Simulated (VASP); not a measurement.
Write the native input for VASP 6.6.1 that does the following.

- Task: single point
- Functional: PBE
- Dispersion: D3(BJ)
- Potentials or basis: VASP PAW PBE potentials, release 64 (B, N)
- Cutoff: 600 eV
- k mesh: 9 × 9 × 4
- Occupations: gaussian, width 0.1 eV
- Spin: no spin polarisation
- Dipole correction: no
- Further INCAR settings: ALGO = Normal; EDIFF = 1e-06; NBANDS = 16

The structure of BN lies in POSCAR:

```
BN
1.0
    2.5360000000      0.0000000000      0.0000000000
   -1.2680000000      2.1962404240      0.0000000000
    0.0000000000      0.0000000000      4.1990000000
B N
2 2
Direct
    0.6666666667      0.3333333333      0.0000000000
    0.3333333333      0.6666666667      0.5000000000
    0.6666666667      0.3333333333      0.3750000000
    0.3333333333      0.6666666667      0.8750000000
```

These files were run (other wordings do the same):

INCAR

```
SYSTEM = BN
PREC     = Accurate       ! precision mode
ENCUT    = 600            ! plane-wave cutoff, eV
EDIFF    = 1E-6           ! SCF threshold, eV
ISMEAR   = 0              ! smearing method
SIGMA    = 0.1            ! smearing width, eV
LREAL    = .False.        ! projectors in reciprocal space
LASPH    = .True.         ! aspherical terms in the spheres
NELM     = 120            ! most SCF steps
ALGO     = Normal         ! electronic algorithm
ISIF     = 2              ! what is computed and relaxed
LWAVE    = .False.        ! write WAVECAR
LCHARG   = .False.        ! write CHGCAR
GGA      = PE             ! functional
IVDW     = 12             ! dispersion correction
NBANDS   = 16             ! bands
GGA_COMPAT= .False.
```

KPOINTS

```
Automatic mesh
0
Gamma
  9 9 4
  0 0 0
```

Potentials or basis: VASP PAW PBE potentials, release 64 (B, N).

Command:

```console
$ cat potpaw_PBE.64/B/POTCAR potpaw_PBE.64/N/POTCAR > POTCAR
$ mpirun -np 1 vasp_std > vasp.out
```

Results of the run:

```yaml
Pressure: 2.2 GPa
Largest_force: 0.056 eV/Å
Band_gap_on_the_k_mesh: 5.20 eV (least direct gap 8.35 eV)
Dispersion_energy_per_atom: -0.211 eV
```

Wall time 8.3 s on 1 thread of Intel(R) Xeon(R) Platinum 8375C CPU @ 2.90GHz (Ice Lake), on a shared host, peak memory 0.15 GiB.
